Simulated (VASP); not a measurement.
# Cu2SiO3: single point with PBEsol

The system is Cu2SiO3.

```
CELL_PARAMETERS angstrom
2.68609 0.00000 0.02628
-1.34303 2.32646 -0.01614
0.12217 -0.01493 12.42851
ATOMIC_POSITIONS crystal
Cu 0.34700 0.67379 0.89660
Cu 0.66247 0.34343 0.10975
Si 0.01586 0.02290 0.50364
O 0.35536 0.68859 0.43041
O 0.67636 0.35720 0.57687
O 0.00479 0.00865 0.00318
```

```
Program             : VASP 6.6.1
Task                : single point
Functional          : PBEsol
Potentials or basis : VASP PAW PBE potentials, release 64 (Cu, Si, O)
Cutoff              : 520 eV
k mesh              : 9 × 9 × 2
Occupations         : fermi-dirac, width 0.05 eV
Spin                : no spin polarisation
```

- Pressure: 0.6 GPa
- Largest force: 0.039 eV/Å
- Band gap on the k mesh: zero (bands 22 and 23 overlap by 0.17 eV)

Forces on the atoms (eV/Å):
```
Cu   0.001  0.000 -0.039
Cu   0.000  0.000  0.039
Si   0.000  0.000  0.000
O    0.000  0.000 -0.037
O    0.000  0.000  0.037
O    0.000 -0.001  0.000
```

Stress tensor (GPa, compression positive):
```
0.83 0.00 0.01
0.00 0.82 0.00
0.01 0.00 0.22
```

Levels at points of the mesh, in eV from the Fermi level:
```tsv
k point	band 20	band 21	band 22	band 23	band 24	band 25
(0.00, 0.00, 0.00)	-1.78	-1.78	-0.65	0.11	0.11	2.82
(0.00, 0.00, 0.50)	-1.78	-1.78	-0.71	0.11	0.11	2.94
```

Run time: 6.5 min on 1 thread of Intel Xeon 8259CL, with other jobs on the host, peak memory 0.3 GiB.

Caveat: semilocal functionals underestimate gaps, and a narrow one can read as zero; the PAW data sets were made with another functional, which shifts forces and pressure a little; semilocal functionals often make such compounds metallic where correlation or magnetic order opens a gap, which also shifts bond lengths. With open d or f shells a metallic result of PBEsol can be an artefact of self-interaction; +U or a hybrid may open a gap.
